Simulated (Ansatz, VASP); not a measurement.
# Tl: VASP beside Ansatz

Contents of INCAR:

```
SYSTEM = Tl
PREC = Accurate ; ENCUT = 520
EDIFF = 1E-6 ; ISMEAR = 0
SIGMA = 0.15 ; LREAL = .FALSE.
LASPH = .TRUE. ; NELM = 100
ALGO = Fast ; ISIF = 2
LWAVE = .FALSE. ; LCHARG = .FALSE.
GGA = PS ; NBANDS = 12
```

File KPOINTS:

```
regular mesh
0
G
  18 18 18
  0 0 0
```

Contents of POSCAR:

```
Tl
1.0
   -1.8439500000      1.8439500000      1.9410000000
    1.8439500000     -1.8439500000      1.9410000000
    1.8439500000      1.8439500000     -1.9410000000
Tl
1
Direct
    0.0000000000      0.0000000000      0.0000000000
```

Input for Ansatz:

```yaml
crystal:
  lattice:
    - [-1.84395, 1.84395, 1.941]
    - [1.84395, -1.84395, 1.941]
    - [1.84395, 1.84395, -1.941]
  atoms:
    - { symbol: Tl, position: [0.0, 0.0, 0.0] }
basis:
  ecutwfc: 420
kpoints:
  mp_grid: { grid: [18, 18, 18] }
hamiltonian:
  xc: pbesol
scf:
  occupations: { method: gaussian, width: 0.15 }
output:
  forces: true
  stress: true
  eigenvalues: true
  write_density: true
  write_potential: true
  elf: true
  volumetric_format: npy
```

Change from the starting cell: strain -0.050 along x and y, +0.000 along z, atoms carried along.

Alike in both runs: task single point; functional PBEsol; k mesh 18 × 18 × 18; occupations gaussian, width 0.15 eV; no spin polarisation.

|  | VASP | Ansatz |
| --- | --- | --- |
| version | VASP 6.6.1 | Ansatz 0.2.0 |
| potentials or method | VASP PAW PBE potentials, release 64 (Tl_d), cutoff 520 eV | scalar-relativistic, plane waves, PAW |
| valence electrons in the cell | 13 | 13 |

VASP gave:

```
gap on the k mesh at the Fermi level (eV)                     : none
pressure (GPa)                                                : 3.5
traceless stress, the component that is largest in VASP (GPa) : -0.50
```

Task: What did Ansatz give for the same quantities?

Result: gap on the k mesh at the Fermi level (eV): none; pressure (GPa): 3.6; traceless stress, the component that is largest in VASP (GPa): -0.50.

VASP's potentials were made for PBE, not for PBEsol. A gap of «none» marks a metal or a gap that the smearing closes.

Spin-orbit coupling is off throughout.
